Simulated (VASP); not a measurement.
# CaS (Oldhamite) (Fm-3m) in VASP: a series of runs

CaS (Oldhamite) is run at these levels: PBE; tasks: single point.

Everything below comes from runs of VASP 6.6.1. Logs are shortened: lines on timing, memory, paths and dates and some standing lists are left out, and cuts for length are marked.

## (1) The cell of the first run

The structure is cubic, space group Fm-3m (No. 225). The conventional cell has a = 5.712 Å, b = 5.712 Å, c = 5.712 Å, α = 90.00°, β = 90.00°, γ = 90.00°. Within 3.8 Å of Ca (site symmetry m-3m) lie 6 S at 2.86 Å. S (site symmetry m-3m) has 6 Ca at 2.86 Å within 3.8 Å.

## (2) Single point, PBE

INCAR

```
PREC = Accurate ; ENCUT = 500
EDIFF = 1E-6 ; ISMEAR = 0
SIGMA = 0.02 ; LREAL = False
LASPH = True ; NELM = 120
ALGO = Normal ; ISIF = 2
LWAVE = False ; LCHARG = False
GGA = PE ; NBANDS = 15
GGA_COMPAT = False
```

KPOINTS

```
regular mesh
0
Gamma
  8 8 8
```

POSCAR

```
CaS
1.0
    0.0000000000      2.8560320322      2.8560320322
    2.8560320322      0.0000000000      2.8560320322
    2.8560320322      2.8560320322      0.0000000000
Ca S
1 1
Direct
    0.0000000000      0.0000000000      0.0000000000
    0.5000000000      0.5000000000      0.5000000000
```

Potentials or basis: VASP PAW PBE potentials, release 64 (Ca_sv, S).

On the command line:

```
$ cat potpaw_PBE.64/Ca_sv/POTCAR potpaw_PBE.64/S/POTCAR > POTCAR
$ mpirun -np 1 vasp_std > vasp.out
```

OUTCAR:

```text
PREC = Accurate
   ENCUT = 500
   EDIFF = 1E-6
   ISMEAR = 0
   LREAL = False
   LASPH = True
   NELM = 120
   ISIF = 2
   GGA = PE

 ion  position               nearest neighbor table
   1  0.000  0.000  0.000-   2 2.86   2 2.86   2 2.86   2 2.86   2 2.86   2 2.86
   2  0.500  0.500  0.500-   1 2.86   1 2.86   1 2.86   1 2.86   1 2.86   1 2.86

  LATTYP: Found a face centered cubic cell.
 ALAT       =     5.7120640644

  Lattice vectors:

 A1 = (   0.0000000000,   2.8560320322,   2.8560320322)
 A2 = (   2.8560320322,   0.0000000000,   2.8560320322)
 A3 = (   2.8560320322,   2.8560320322,   0.0000000000)

Analysis of symmetry for initial positions (statically):
=====================================================================
 Subroutine PRICEL returns:
 Original cell was already a primitive cell.

 Routine SETGRP: Setting up the symmetry group for a
 face centered cubic supercell.

 Subroutine GETGRP returns: Found 48 space group operations
 (whereof 48 operations were pure point group operations)
 out of a pool of 48 trial point group operations.

The static configuration has the point symmetry O_h .

Analysis of symmetry for dynamics (positions and initial velocities):
=====================================================================
 Subroutine PRICEL returns:
 Original cell was already a primitive cell.

 Routine SETGRP: Setting up the symmetry group for a
 face centered cubic supercell.

 Subroutine GETGRP returns: Found 48 space group operations
 (whereof 48 operations were pure point group operations)
 out of a pool of 48 trial point group operations.

The dynamic configuration has the point symmetry O_h .

 Subroutine INISYM returns: Found 48 space group operations
 (whereof 48 operations are pure point group operations),
 and found     1 'primitive' translations

----------------------------------------------------------------------------------------

                                     Primitive cell

  volume of cell :      46.5928

  direct lattice vectors                    reciprocal lattice vectors
     0.000000000  2.856032032  2.856032032    -0.175068064  0.175068064  0.175068064
     2.856032032  0.000000000  2.856032032     0.175068064 -0.175068064  0.175068064
     2.856032032  2.856032032  0.000000000     0.175068064  0.175068064 -0.175068064

  length of vectors
     4.039039235  4.039039235  4.039039235     0.303226782  0.303226782  0.303226782

  position of ions in fractional coordinates (direct lattice)
     0.000000000  0.000000000  0.000000000
     0.500000000  0.500000000  0.500000000

  ion indices of the primitive-cell ions
   primitive index   ion index
                 1           1
                 2           2

----------------------------------------------------------------------------------------

 KPOINTS: regular mesh

Automatic generation of k-mesh.
 Grid dimensions read from file:
 generate k-points for:    8    8    8

 Generating k-lattice:

  Cartesian coordinates                     Fractional coordinates (reciprocal lattice)
    -0.021883508  0.021883508  0.021883508     0.125000000  0.000000000  0.000000000
     0.021883508 -0.021883508  0.021883508     0.000000000  0.125000000  0.000000000
     0.021883508  0.021883508 -0.021883508     0.000000000  0.000000000  0.125000000

  Length of vectors
     0.037903348  0.037903348  0.037903348

  Shift w.r.t. Gamma in fractional coordinates (k-lattice)
     0.000000000  0.000000000  0.000000000

 Subroutine IBZKPT returns following result:
 ===========================================

 Found     29 irreducible k-points:

 Following reciprocal coordinates:
            Coordinates               Weight
  0.000000  0.000000  0.000000      1.000000
  0.125000  0.000000  0.000000      8.000000
  0.250000  0.000000  0.000000      8.000000
  0.375000  0.000000  0.000000      8.000000
  0.500000  0.000000  0.000000      4.000000
  0.125000  0.125000  0.000000      6.000000
[... 16 lines left out ...]
  0.500000  0.250000  0.125000     48.000000
 -0.375000  0.250000  0.125000     24.000000
 [... further k-points ...]
   k-points           NKPTS =     29   k-points in BZ     NKDIM =     29   number of bands    NBANDS=     15
   number of dos      NEDOS =    301   number of ions     NIONS =      2
   total plane-waves  NPLWV =  27000
   dimension x,y,z NGX =    30 NGY =   30 NGZ =   30
   dimension x,y,z NGXF=    60 NGYF=   60 NGZF=   60
   ions per type =               1   1
   NGX,Y,Z   is equivalent  to a cutoff of  12.35, 12.35, 12.35 a.u.
   NGXF,Y,Z  is equivalent  to a cutoff of  24.70, 24.70, 24.70 a.u.
 SYSTEM =  unknown system
   PREC   = accura    normal or accurate (medium, high low for compatibility)
   ISTART =      0    job   : 0-new  1-cont  2-samecut
   ICHARG =      2    charge: 1-file 2-atom 10-const
   ISPIN  =      1    spin polarized calculation?
   LNONCOLLINEAR =      F non collinear calculations
   LSORBIT =      F    spin-orbit coupling
   LASPH  =      T    aspherical Exc in radial PAW
   ENCUT  =  500.0 eV  36.75 Ry    6.06 a.u.   7.36  7.36  7.36*2*pi/ulx,y,z
   NELM   =    120;   NELMIN=  2; NELMDL= -5     # of ELM steps
   EDIFF  = 0.1E-05   stopping-criterion for ELM
   LREAL  =      F    real-space projection
   EDIFFG = 0.1E-04   stopping-criterion for IOM
   NSW    =      0    number of steps for IOM
   IBRION =     -1    ionic relax: 0-MD 1-quasi-New 2-CG
   NFREE  =      0    steps in history (QN), initial steepest desc. (CG)
   ISIF   =      2    stress and relaxation
   ISYM   =      2    0-nonsym 1-usesym 2-fastsym
   POTIM  = 0.5000    time-step for ionic-motion
   TEBEG  =    0.0;   TEEND  =   0.0 temperature during run
   PSTRESS=    0.0 pullay stress
   NELECT =      16.0000    total number of electrons
   NUPDOWN=      -1.0000    fix difference up-down
   EMIN   =  10.00;   EMAX   =-10.00  energy-range for DOS
   EFERMI =   0.00;   METHOD = LEGACY
   ISMEAR =     0;   SIGMA  =   0.02  broadening in eV -4-tet -1-fermi 0-gaus
   EFERMI_NEDOS =   21; number of points for ismear=-14 and -15
   IALGO  =     38    algorithm
   IMIX   =      4    mixing-type and parameters
     AMIX     =   0.40;   BMIX     =  1.00
     AMIX_MAG =   1.60;   BMIX_MAG =  1.00
  volume/ion in A,a.u.               =      23.30       157.21
  Fermi-wavevector in a.u.,A,eV,Ry     =   1.146415  2.166410 17.881684  1.314267
  Thomas-Fermi vector in A             =   2.283099
   LORBIT       =      0    0 simple, 1 ext, 2 COOP (PROOUT), +10 PAW based schemes
   GGA     = PE    functional components
   LHFCALC =     F    Hartree Fock is set to
   AEXX    =    0.0000 exact exchange contribution
   IVDW    =     0    specifies the selected vdW correction
   LEPSILON=     F    determine dielectric tensor
   LRPA    =     F    only Hartree local field effects (RPA)
 non-spin polarized calculation
 Gauss-broadening in eV      SIGMA  =   0.02
  energy-cutoff  :      500.00
  volume of cell :       46.59
 maximum number of plane-waves:      1243
 NGX is ok and might be reduce to    30
   NGX = 15   NGY = 15   NGZ = 15

 number of electron      16.0000004 magnetization

 Free energy of the ion-electron system (eV)
  ---------------------------------------------------
  ext. energy  EPLUGINS =         0.00000000
  ---------------------------------------------------
  free energy    TOTEN  =       -10.36487429 eV

  energy without entropy =      -10.36487429  energy(sigma->0) =      -10.36487429

 E-fermi :   2.8763     XC(G=0):  -9.2767

 val. band max:        2.6645171546   @ k =   0.0000   0.0000   0.0000
 cond. band min:       5.0417117410   @ k =   0.5000   0.5000   0.0000
 fundamental gap:      2.3771945863
 Fermi energy:         2.8762710721

 k-point     1 :       0.0000    0.0000    0.0000
  band No.  band energies     occupation
      1     -36.5643      2.00000
      2     -17.5431      2.00000
      3     -17.5431      2.00000
      4     -17.5431      2.00000
      5      -8.6319      2.00000
      6       2.6645      2.00000
      7       2.6645      2.00000
      8       2.6645      2.00000
      9       6.7562      0.00000
     10       6.8303      0.00000
     11       6.8303      0.00000
     12       6.8303      0.00000
     13       7.4163      0.00000
     14       7.4163      0.00000
     15      13.5088      0.00000

 k-point     2 :       0.1250    0.0000    0.0000
  band No.  band energies     occupation
      1     -36.5627      2.00000
      2     -17.5672      2.00000
      3     -17.5449      2.00000
      4     -17.5449      2.00000
      5      -8.5266      2.00000
      6       2.0103      2.00000
      7       2.4436      2.00000
      8       2.4436      2.00000
      9       6.8149      0.00000
     10       7.0560      0.00000
     11       7.0560      0.00000
     12       7.5325      0.00000
     13       7.8177      0.00000
     14       7.8177      0.00000
     15      13.6222      0.00000

 k-point     3 :       0.2500    0.0000    0.0000
  band No.  band energies     occupation
      1     -36.5588      2.00000
      2     -17.6244      2.00000
      3     -17.5494      2.00000
      4     -17.5494      2.00000
      5      -8.2594      2.00000
      6       0.8584      2.00000
      7       2.0075      2.00000
      8       2.0075      2.00000
      9       6.9414      0.00000
     10       7.6282      0.00000
     11       7.6282      0.00000
     12       8.8178      0.00000
     13       8.8178      0.00000
     14       8.8652      0.00000
     15      12.9742      0.00000
[... 343 lines left out ...]
 k-point    23 :       0.5000    0.2500    0.1250
  band No.  band energies     occupation
      1     -36.5530      2.00000
      2     -17.6614      2.00000
      3     -17.5877      2.00000
      4     -17.5638      2.00000
      5      -7.9499      2.00000
      6       0.1921      2.00000
      7       1.3744      2.00000
      8       1.6021      2.00000
      9       6.9743      0.00000
     10       8.4941      0.00000
     11       8.7853      0.00000
     12       8.9115      0.00000
     13       9.5454      0.00000
     14      11.0093      0.00000
     15      11.4319      0.00000

 k-point    24 :      -0.3750    0.2500    0.1250
  band No.  band energies     occupation
      1     -36.5517      2.00000
      2     -17.6735      2.00000
      3     -17.5907      2.00000
      4     -17.5683      2.00000
      5      -7.8725      2.00000
      6       0.0624      2.00000
      7       1.1871      2.00000
      8       1.5142      2.00000
      9       7.6337      0.00000
     10       7.9530      0.00000
     11       9.0727      0.00000
     12       9.3788      0.00000
     13       9.6639      0.00000
     14      10.6284      0.00000
     15      11.8944      0.00000

 [... further k-points ...]

------------------------ aborting loop because EDIFF is reached ----------------------------------------

  FORCE on cell =-STRESS in cart. coord.  units (eV):
  Direction    XX          YY          ZZ          XY          YZ          ZX
  --------------------------------------------------------------------------------------
  -------------------------------------------------------------------------------------
  Total        0.0394276      0.0394276      0.0394276      0.0000000     -0.0000000      0.0000000
  in kB        1.3557883      1.3557883      1.3557883      0.0000000     -0.0000000      0.0000000
  external PRESSURE =       1.3557883 kB  Pullay stress =       0.0000000 kB

 VOLUME and BASIS-vectors are now :
 -----------------------------------------------------------------------------
  energy-cutoff  :      500.00
  volume of cell :       46.59
      direct lattice vectors                 reciprocal lattice vectors
     0.000000000  2.856032032  2.856032032    -0.175068064  0.175068064  0.175068064
     2.856032032  0.000000000  2.856032032     0.175068064 -0.175068064  0.175068064
     2.856032032  2.856032032  0.000000000     0.175068064  0.175068064 -0.175068064

 POSITION                                       TOTAL-FORCE (eV/Angst)
 -----------------------------------------------------------------------------------
      0.00000      0.00000      0.00000         0.000000      0.000000     -0.000000
      2.85603      2.85603      2.85603        -0.000000     -0.000000      0.000000
 -----------------------------------------------------------------------------------
    total drift:                               -0.000000      0.000000      0.000000

  FREE ENERGIE OF THE ION-ELECTRON SYSTEM (eV)
  ---------------------------------------------------
  free  energy   TOTEN  =       -10.3648742895 eV

  energy  without entropy=      -10.3648742895  energy(sigma->0) =      -10.36487429
```

Run time: 29 s. Hardware: 1 thread of Intel Xeon Platinum 8259CL at 2.50GHz (Skylake/Cascade Lake), shared host; peak memory 0.17 GiB.

Results:

| Property | Result |
| --- | --- |
| Free energy | -10.3649 eV |
| Pressure | 0.1 GPa |
| Band gap on the k mesh | 2.38 eV, indirect (least direct gap 3.18 eV) |

Levels at points of the mesh, in eV from the valence-band top:
```
           k point  band 5  band 6  band 7  band 8  band 9  band 10  band 11  band 12
(0.00, 0.00, 0.00)  -11.30    0.00    0.00    0.00    4.09     4.17     4.17     4.17
(0.50, 0.00, 0.00)  -10.50   -3.06   -1.14   -1.14    5.20     6.03     6.17     6.17
(0.50, 0.50, 0.00)  -10.68   -2.26   -0.80   -0.80    2.38     5.59     5.97     6.73
```

A k mesh can miss the band edges. As with any semilocal functional, this PBE gap is likely too small.

## (3) Single point, PBE

This run uses another cell than the first one, of 22.98 Å³/atom, 0.986 times its volume.

INCAR

```
SYSTEM = CaS
PREC = Accurate
ENCUT = 500
EDIFF = 1E-6
ISMEAR = 0
SIGMA = 0.02
LREAL = .FALSE.
LASPH = .TRUE.
NELM = 120
ALGO = Normal
ISIF = 2
LWAVE = .FALSE.
LCHARG = .FALSE.
GGA = PE
NBANDS = 15
GGA_COMPAT = .FALSE.
```

KPOINTS

```
regular mesh
0
G
  8 8 8
  0 0 0
```

POSCAR

```
CaS
1.0
    0.0000000000      2.8430000000      2.8430000000
    2.8430000000      0.0000000000      2.8430000000
    2.8430000000      2.8430000000      0.0000000000
Ca S
1 1
Direct
    0.0000000000      0.0000000000      0.0000000000
    0.5000000000      0.5000000000      0.5000000000
```

Potentials or basis: VASP PAW PBE potentials, release 64 (Ca_sv, S).

On the command line:

```
$ cat potpaw_PBE.64/Ca_sv/POTCAR potpaw_PBE.64/S/POTCAR > POTCAR
$ mpirun -np 1 vasp_std > vasp.out
```

It took 21 s on 1 thread of Intel Xeon Platinum 8259CL at 2.50GHz (Skylake/Cascade Lake), shared host; peak memory 0.17 GiB.

Results (log left out):

```yaml
Free_energy: -10.3625 eV
Pressure: 1.0 GPa
Band_gap_on_the_k_mesh: 2.35 eV, indirect (least direct gap 3.16 eV)
```

Levels at points of the mesh, in eV from the valence-band top:
| k point | band 4 | band 5 | band 6 | band 7 | band 8 | band 9 | band 10 | band 11 | band 12 | band 13 |
| --- | --- | --- | --- | --- | --- | --- | --- | --- | --- | --- |
| (0.00, 0.00, 0.00) | -20.16 | -11.34 | 0.00 | 0.00 | 0.00 | 4.16 | 4.16 | 4.16 | 4.18 | 4.76 |
| (0.50, 0.00, 0.00) | -20.17 | -10.52 | -3.11 | -1.17 | -1.17 | 5.23 | 6.08 | 6.21 | 6.21 | 8.18 |
| (0.50, 0.50, 0.00) | -20.21 | -10.71 | -2.28 | -0.81 | -0.81 | 2.35 | 5.61 | 6.04 | 6.80 | 6.81 |

## (4) Single point, PBE (volume scaled by 1.06)

INCAR

```
SYSTEM = CaS
PREC = Accurate
ENCUT = 500
EDIFF = 1E-6
ISMEAR = 0
SIGMA = 0.02
LREAL = .False.
LASPH = .True.
NELM = 120
ALGO = Normal
ISIF = 2
LWAVE = .False.
LCHARG = .False.
GGA = PE
NBANDS = 15
GGA_COMPAT = .False.
```

KPOINTS

```
regular mesh
0
Gamma
  8 8 8
  0 0 0
```

POSCAR

```
CaS
1.0
    0.0000000000      2.9120468813      2.9120468813
    2.9120468813      0.0000000000      2.9120468813
    2.9120468813      2.9120468813      0.0000000000
Ca S
1 1
Direct
    0.0000000000      0.0000000000      0.0000000000
    0.5000000000      0.5000000000      0.5000000000
```

On the command line:

```
$ cat potpaw_PBE.64/Ca_sv/POTCAR potpaw_PBE.64/S/POTCAR > POTCAR
$ mpirun -np 1 vasp_std > vasp.out
```

It took 21 s on 1 thread of Intel Xeon Platinum 8259CL at 2.50GHz (Skylake/Cascade Lake), shared host; peak memory 0.17 GiB.

It converged, with:

```
Free energy            : -10.3410 eV
Pressure               : -2.8 GPa
Band gap on the k mesh : 2.49 eV, indirect (least direct gap 3.25 eV)
```

Levels at points of the mesh, in eV from the valence-band top:
| k point | band 6 | band 7 | band 8 | band 9 | band 10 | band 11 |
| --- | --- | --- | --- | --- | --- | --- |
| (0.00, 0.00, 0.00) | 0.00 | 0.00 | 0.00 | 3.74 | 4.16 | 4.16 |
| (0.50, 0.00, 0.00) | -2.87 | -1.03 | -1.03 | 5.08 | 5.83 | 5.98 |
| (0.50, 0.50, 0.00) | -2.14 | -0.76 | -0.76 | 2.49 | 5.46 | 5.68 |

Caveat: the cell differs from its parent crystal (volume scaled by 1.06). A k mesh can miss the band edges.

## (5) Single point, PBE (volume scaled by 1.10)

INCAR

```
SYSTEM = CaS
PREC     = Accurate       ! precision mode
ENCUT    = 500            ! plane-wave cutoff, eV
EDIFF    = 1E-6           ! SCF threshold, eV
ISMEAR   = 0              ! smearing method
SIGMA    = 0.02           ! smearing width, eV
LREAL    = .False.        ! projectors in reciprocal space
LASPH    = .True.         ! aspherical terms in the spheres
NELM     = 120            ! most SCF steps
ALGO     = Normal         ! electronic algorithm
ISIF     = 2              ! what is computed and relaxed
LWAVE    = .False.        ! write WAVECAR
LCHARG   = .False.        ! write CHGCAR
GGA      = PE             ! functional
NBANDS   = 15             ! bands
GGA_COMPAT= .False.
```

KPOINTS

```
Automatic mesh
0
Gamma
  8 8 8
  0 0 0
```

POSCAR

```
CaS
1.0
    0.0000000000      2.9482250759      2.9482250759
    2.9482250759      0.0000000000      2.9482250759
    2.9482250759      2.9482250759      0.0000000000
Ca S
1 1
Direct
    0.0000000000      0.0000000000      0.0000000000
    0.5000000000      0.5000000000      0.5000000000
```

On the command line:

```
$ cat potpaw_PBE.64/Ca_sv/POTCAR potpaw_PBE.64/S/POTCAR > POTCAR
$ mpirun -np 1 vasp_std > vasp.out
```

Wall time 26 s (1 thread of Intel Xeon Platinum 8259CL at 2.50GHz (Skylake/Cascade Lake), shared host); peak memory 0.17 GiB.

The run converged. Its results:

```
Free energy            : -10.2993 eV
Pressure               : -4.4 GPa
Band gap on the k mesh : 2.55 eV, indirect (least direct gap 3.29 eV)
```

Levels at points of the mesh, in eV from the valence-band top:
| k point | band 4 | band 5 | band 6 | band 7 | band 8 | band 9 | band 10 | band 11 | band 12 | band 13 |
| --- | --- | --- | --- | --- | --- | --- | --- | --- | --- | --- |
| (0.00, 0.00, 0.00) | -20.54 | -11.01 | 0.00 | 0.00 | 0.00 | 3.53 | 4.15 | 4.15 | 4.15 | 4.65 |
| (0.50, 0.00, 0.00) | -20.55 | -10.39 | -2.75 | -0.96 | -0.96 | 5.00 | 5.70 | 5.85 | 5.85 | 7.48 |
| (0.50, 0.50, 0.00) | -20.58 | -10.49 | -2.06 | -0.73 | -0.73 | 2.55 | 5.38 | 5.50 | 6.27 | 6.36 |

Caveat: the cell differs from its parent crystal (volume scaled by 1.10).

## (6) Overview

| cell | gap on the mesh (eV) | pressure (GPa) |
| --- | --- | --- |
| a = 4.039 Å, angles 60.0°, 2 atoms | 2.38 | 0.1 |
| a = 4.021 Å, angles 60.0°, 2 atoms | 2.35 | 1.0 |
| a = 4.118 Å, angles 60.0°, 2 atoms | 2.49 | -2.8 |
| a = 4.169 Å, angles 60.0°, 2 atoms | 2.55 | -4.4 |

Alike in all rows: task single point; level PBE; potentials or basis VASP PAW PBE potentials, release 64 (Ca_sv, S); no spin polarisation; k mesh 8 × 8 × 8; cutoff (eV) 500; smearing gaussian 0.02 eV.

Total energies depend on the potentials used, so only differences within one code and one set of settings carry meaning.
